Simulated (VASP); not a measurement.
# SiC (F-43m) in VASP: a series of runs

The runs below take SiC through single point, with PBEsol.

Program: VASP 6.6.1. These are calculated values, not measurements. Logs are shortened: lines on timing, memory, paths and dates and some standing lists are left out, and cuts for length are marked.

**The experiment to reproduce.**

From “Insight into the structural, elastic and electronic properties of a new orthorhombic 6O-SiC polytype”, 2020, pmc:7200658, for a bulk crystal of SiC: band gap 2.4 eV (indirect).

The runs below are set against these values where they give the same quantity.

### Step 1. The cell of the first run

Symmetry: F-43m, No. 216, cubic system. The conventional cell has a = 4.362 Å, b = 4.362 Å, c = 4.362 Å, α = 90.00°, β = 90.00°, γ = 90.00°. Si (site symmetry -43m) has 4 C at 1.89 Å within 2.5 Å. C (site symmetry -43m) has 4 Si at 1.89 Å within 2.5 Å.

### Step 2. Single point, PBEsol

INCAR reads:

```
SYSTEM = SiC
PREC     = Accurate       ! precision mode
ENCUT    = 600            ! plane-wave cutoff, eV
EDIFF    = 1E-6           ! SCF threshold, eV
ISMEAR   = 0              ! smearing method
SIGMA    = 0.05           ! smearing width, eV
LREAL    = .False.        ! projectors in reciprocal space
LASPH    = .True.         ! aspherical terms in the spheres
NELM     = 120            ! most SCF steps
ALGO     = Normal         ! electronic algorithm
ISIF     = 2              ! what is computed and relaxed
LWAVE    = .False.        ! write WAVECAR
LCHARG   = .False.        ! write CHGCAR
GGA      = PS             ! functional
NBANDS   = 11             ! bands
GGA_COMPAT= .False.
```

KPOINTS reads:

```
Automatic mesh
0
Gamma
  14 14 14
  0 0 0
```

POSCAR reads:

```
SiC
1.0
    0.0000000000      2.1812226444      2.1812226444
    2.1812226444      0.0000000000      2.1812226444
    2.1812226444      2.1812226444      0.0000000000
Si C
1 1
Direct
    0.0000000000      0.0000000000      0.0000000000
    0.7500000000      0.7500000000      0.7500000000
```

Potentials or basis: VASP PAW PBE potentials, release 64 (Si, C).

Launch:

```console
> cat potpaw_PBE.64/Si/POTCAR potpaw_PBE.64/C/POTCAR > POTCAR
> mpirun -np 1 vasp_std > vasp.out
```

OUTCAR:

```text
SYSTEM = SiC
   PREC = Accurate
   ENCUT = 600
   EDIFF = 1E-6
   ISMEAR = 0
   LREAL = .False.
   LASPH = .True.
   NELM = 120
   ISIF = 2
   GGA = PS

 ion  position               nearest neighbor table
   1  0.000  0.000  0.000-   2 1.89   2 1.89   2 1.89   2 1.89
   2  0.750  0.750  0.750-   1 1.89   1 1.89   1 1.89   1 1.89

  LATTYP: Found a face centered cubic cell.
 ALAT       =     4.3624452888

  Lattice vectors:

 A1 = (   0.0000000000,   2.1812226444,   2.1812226444)
 A2 = (   2.1812226444,   0.0000000000,   2.1812226444)
 A3 = (   2.1812226444,   2.1812226444,   0.0000000000)

Analysis of symmetry for initial positions (statically):
=====================================================================
 Subroutine PRICEL returns:
 Original cell was already a primitive cell.

 Routine SETGRP: Setting up the symmetry group for a
 face centered cubic supercell.

 Subroutine GETGRP returns: Found 24 space group operations
 (whereof 24 operations were pure point group operations)
 out of a pool of 48 trial point group operations.

The static configuration has the point symmetry T_d .

Analysis of symmetry for dynamics (positions and initial velocities):
=====================================================================
 Subroutine PRICEL returns:
 Original cell was already a primitive cell.

 Routine SETGRP: Setting up the symmetry group for a
 face centered cubic supercell.

 Subroutine GETGRP returns: Found 24 space group operations
 (whereof 24 operations were pure point group operations)
 out of a pool of 48 trial point group operations.

The dynamic configuration has the point symmetry T_d .

 Subroutine INISYM returns: Found 24 space group operations
 (whereof 24 operations are pure point group operations),
 and found     1 'primitive' translations

----------------------------------------------------------------------------------------

                                     Primitive cell

  volume of cell :      20.7553

  direct lattice vectors                    reciprocal lattice vectors
     0.000000000  2.181222644  2.181222644    -0.229229236  0.229229236  0.229229236
     2.181222644  0.000000000  2.181222644     0.229229236 -0.229229236  0.229229236
     2.181222644  2.181222644  0.000000000     0.229229236  0.229229236 -0.229229236

  length of vectors
     3.084714646  3.084714646  3.084714646     0.397036683  0.397036683  0.397036683

  position of ions in fractional coordinates (direct lattice)
     0.000000000  0.000000000  0.000000000
     0.750000000  0.750000000  0.750000000

  ion indices of the primitive-cell ions
   primitive index   ion index
                 1           1
                 2           2

----------------------------------------------------------------------------------------

 KPOINTS: Automatic mesh

Automatic generation of k-mesh.
 Grid dimensions read from file:
 generate k-points for:   14   14   14

 Generating k-lattice:

  Cartesian coordinates                     Fractional coordinates (reciprocal lattice)
    -0.016373517  0.016373517  0.016373517     0.071428571  0.000000000  0.000000000
     0.016373517 -0.016373517  0.016373517     0.000000000  0.071428571  0.000000000
     0.016373517  0.016373517 -0.016373517     0.000000000  0.000000000  0.071428571

  Length of vectors
     0.028359763  0.028359763  0.028359763

  Shift w.r.t. Gamma in fractional coordinates (k-lattice)
     0.000000000  0.000000000  0.000000000

 Subroutine IBZKPT returns following result:
 ===========================================

 Found    104 irreducible k-points:

 Following reciprocal coordinates:
            Coordinates               Weight
  0.000000  0.000000  0.000000      1.000000
  0.071429  0.000000  0.000000      8.000000
  0.142857  0.000000  0.000000      8.000000
  0.214286  0.000000  0.000000      8.000000
  0.285714  0.000000  0.000000      8.000000
  0.357143  0.000000  0.000000      8.000000
[... 16 lines left out ...]
  0.214286  0.142857  0.000000     24.000000
  0.285714  0.142857  0.000000     24.000000
 [... further k-points ...]
   k-points           NKPTS =    104   k-points in BZ     NKDIM =    104   number of bands    NBANDS=     11
   number of dos      NEDOS =    301   number of ions     NIONS =      2
   total plane-waves  NPLWV =  21952
   dimension x,y,z NGX =    28 NGY =   28 NGZ =   28
   dimension x,y,z NGXF=    56 NGYF=   56 NGZF=   56
   ions per type =               1   1
   NGX,Y,Z   is equivalent  to a cutoff of  15.09, 15.09, 15.09 a.u.
   NGXF,Y,Z  is equivalent  to a cutoff of  30.18, 30.18, 30.18 a.u.
 SYSTEM =  SiC
   PREC   = accura    normal or accurate (medium, high low for compatibility)
   ISTART =      0    job   : 0-new  1-cont  2-samecut
   ICHARG =      2    charge: 1-file 2-atom 10-const
   ISPIN  =      1    spin polarized calculation?
   LNONCOLLINEAR =      F non collinear calculations
   LSORBIT =      F    spin-orbit coupling
   LASPH  =      T    aspherical Exc in radial PAW
   ENCUT  =  600.0 eV  44.10 Ry    6.64 a.u.   6.16  6.16  6.16*2*pi/ulx,y,z
   NELM   =    120;   NELMIN=  2; NELMDL= -5     # of ELM steps
   EDIFF  = 0.1E-05   stopping-criterion for ELM
   LREAL  =      F    real-space projection
   EDIFFG = 0.1E-04   stopping-criterion for IOM
   NSW    =      0    number of steps for IOM
   IBRION =     -1    ionic relax: 0-MD 1-quasi-New 2-CG
   NFREE  =      0    steps in history (QN), initial steepest desc. (CG)
   ISIF   =      2    stress and relaxation
   ISYM   =      2    0-nonsym 1-usesym 2-fastsym
   POTIM  = 0.5000    time-step for ionic-motion
   TEBEG  =    0.0;   TEEND  =   0.0 temperature during run
   PSTRESS=    0.0 pullay stress
   NELECT =       8.0000    total number of electrons
   NUPDOWN=      -1.0000    fix difference up-down
   EMIN   =  10.00;   EMAX   =-10.00  energy-range for DOS
   EFERMI =   0.00;   METHOD = LEGACY
   ISMEAR =     0;   SIGMA  =   0.05  broadening in eV -4-tet -1-fermi 0-gaus
   EFERMI_NEDOS =   21; number of points for ismear=-14 and -15
   IALGO  =     38    algorithm
   IMIX   =      4    mixing-type and parameters
     AMIX     =   0.40;   BMIX     =  1.00
     AMIX_MAG =   1.60;   BMIX_MAG =  1.00
  volume/ion in A,a.u.               =      10.38        70.03
  Fermi-wavevector in a.u.,A,eV,Ry     =   1.191411  2.251440 19.312918  1.419459
  Thomas-Fermi vector in A             =   2.327473
   LORBIT       =      0    0 simple, 1 ext, 2 COOP (PROOUT), +10 PAW based schemes
   GGA     = PS    functional components
   LHFCALC =     F    Hartree Fock is set to
   AEXX    =    0.0000 exact exchange contribution
   IVDW    =     0    specifies the selected vdW correction
   LEPSILON=     F    determine dielectric tensor
   LRPA    =     F    only Hartree local field effects (RPA)
 non-spin polarized calculation
 Gauss-broadening in eV      SIGMA  =   0.05
  energy-cutoff  :      600.00
  volume of cell :       20.76
 maximum number of plane-waves:       702
 NGX is ok and might be reduce to    28
   NGX = 13   NGY = 13   NGZ = 13

 number of electron       8.0000000 magnetization

 Free energy of the ion-electron system (eV)
  ---------------------------------------------------
  ext. energy  EPLUGINS =         0.00000000
  ---------------------------------------------------
  free energy    TOTEN  =       -15.91621239 eV

  energy without entropy =      -15.91621239  energy(sigma->0) =      -15.91621239

 E-fermi :   8.2490     XC(G=0): -11.4918

 val. band max:        8.0214149147   @ k =   0.0000   0.0000   0.0000
 cond. band min:       9.2585560401   @ k =   0.5000   0.5000   0.0000
 fundamental gap:      1.2371411255
 Fermi energy:         8.2489562022

 k-point     1 :       0.0000    0.0000    0.0000
  band No.  band energies     occupation
      1      -7.3785      2.00000
      2       8.0214      2.00000
      3       8.0214      2.00000
      4       8.0214      2.00000
      5      14.1728      0.00000
      6      15.2437      0.00000
      7      15.2437      0.00000
      8      15.2437      0.00000
      9      22.4607      0.00000
     10      22.4607      0.00000
     11      24.2373      0.00000

 k-point     2 :       0.0714    0.0000    0.0000
  band No.  band energies     occupation
      1      -7.2785      2.00000
      2       7.4708      2.00000
      3       7.9502      2.00000
      4       7.9502      2.00000
      5      14.3772      0.00000
      6      15.3369      0.00000
      7      15.3763      0.00000
      8      15.3763      0.00000
      9      21.8450      0.00000
     10      21.8450      0.00000
     11      24.2379      0.00000

 k-point     3 :       0.1429    0.0000    0.0000
  band No.  band energies     occupation
      1      -6.9805      2.00000
      2       6.1592      2.00000
      3       7.7655      2.00000
      4       7.7655      2.00000
      5      14.3586      0.00000
      6      15.6720      0.00000
      7      15.6720      0.00000
      8      15.9832      0.00000
      9      21.0486      0.00000
     10      21.0486      0.00000
     11      23.6749      0.00000

 k-point     4 :       0.2143    0.0000    0.0000
  band No.  band energies     occupation
      1      -6.4916      2.00000
      2       4.5470      2.00000
      3       7.5301      2.00000
      4       7.5301      2.00000
      5      14.0727      0.00000
      6      15.8605      0.00000
      7      15.8605      0.00000
      8      16.8841      0.00000
      9      20.8348      0.00000
     10      20.8348      0.00000
     11      23.0900      0.00000

 k-point     5 :       0.2857    0.0000    0.0000
  band No.  band energies     occupation
      1      -5.8280      2.00000
      2       2.8846      2.00000
      3       7.3022      2.00000
      4       7.3022      2.00000
      5      13.7783      0.00000
      6      15.7506      0.00000
      7      15.7506      0.00000
      8      17.5679      0.00000
      9      21.4296      0.00000
     10      21.4296      0.00000
     11      22.9009      0.00000
[... 211 lines left out ...]
 k-point    21 :      -0.0714    0.0714    0.0000
  band No.  band energies     occupation
      1      -7.1124      2.00000
      2       6.8742      2.00000
      3       7.4890      2.00000
      4       7.9900      2.00000
      5      14.6227      0.00000
      6      15.1859      0.00000
      7      15.4070      0.00000
      8      16.0301      0.00000
      9      20.7423      0.00000
     10      21.7191      0.00000
     11      24.7675      0.00000

 k-point    22 :       0.1429    0.1429    0.0000
  band No.  band energies     occupation
      1      -6.8477      2.00000
      2       6.6253      2.00000
      3       7.1445      2.00000
      4       7.1445      2.00000
      5      13.8405      0.00000
      6      15.2687      0.00000
      7      16.5819      0.00000
      8      16.5819      0.00000
      9      19.0172      0.00000
     10      23.0576      0.00000
     11      26.1900      0.00000

 k-point    23 :       0.2143    0.1429    0.0000
  band No.  band energies     occupation
      1      -6.4879      2.00000
      2       5.5281      2.00000
      3       6.8085      2.00000
      4       6.9783      2.00000
      5      13.4702      0.00000
      6      15.3416      0.00000
      7      16.8667      0.00000
      8      17.0916      0.00000
      9      19.0132      0.00000
     10      23.0674      0.00000
     11      25.7215      0.00000

 k-point    24 :       0.2857    0.1429    0.0000
  band No.  band energies     occupation
      1      -5.9436      2.00000
      2       4.0594      2.00000
      3       6.5431      2.00000
      4       6.7075      2.00000
      5      13.2902      0.00000
      6      15.5772      0.00000
      7      16.6499      0.00000
      8      17.2876      0.00000
      9      19.9008      0.00000
     10      23.2849      0.00000
     11      25.1780      0.00000

 [... further k-points ...]

------------------------ aborting loop because EDIFF is reached ----------------------------------------

  FORCE on cell =-STRESS in cart. coord.  units (eV):
  Direction    XX          YY          ZZ          XY          YZ          ZX
  --------------------------------------------------------------------------------------
  -------------------------------------------------------------------------------------
  Total       -0.0818175     -0.0818175     -0.0818175     -0.0000000      0.0000000      0.0000000
  in kB       -6.3157736     -6.3157736     -6.3157736     -0.0000000      0.0000000      0.0000000
  external PRESSURE =      -6.3157736 kB  Pullay stress =       0.0000000 kB

 VOLUME and BASIS-vectors are now :
 -----------------------------------------------------------------------------
  energy-cutoff  :      600.00
  volume of cell :       20.76
      direct lattice vectors                 reciprocal lattice vectors
     0.000000000  2.181222644  2.181222644    -0.229229236  0.229229236  0.229229236
     2.181222644  0.000000000  2.181222644     0.229229236 -0.229229236  0.229229236
     2.181222644  2.181222644  0.000000000     0.229229236  0.229229236 -0.229229236

 POSITION                                       TOTAL-FORCE (eV/Angst)
 -----------------------------------------------------------------------------------
      0.00000      0.00000      0.00000        -0.000000     -0.000000     -0.000000
      3.27183      3.27183      3.27183         0.000000      0.000000      0.000000
 -----------------------------------------------------------------------------------
    total drift:                                0.000000      0.000000      0.000000

  FREE ENERGIE OF THE ION-ELECTRON SYSTEM (eV)
  ---------------------------------------------------
  free  energy   TOTEN  =       -15.9162123853 eV

  energy  without entropy=      -15.9162123853  energy(sigma->0) =      -15.91621239
```

It took 60 s on 1 thread of Intel Xeon 8259CL, shared host; peak memory 0.16 GiB.

What came out:

| Quantity | Value |
| --- | --- |
| Free energy | -15.9162 eV |
| Pressure | -0.6 GPa |
| Band gap on the k mesh | 1.24 eV (least direct gap 4.44 eV) |

Caveat: the PAW data sets were made with another functional, which shifts forces and pressure a little.

(Continued in part 2 of 2.)
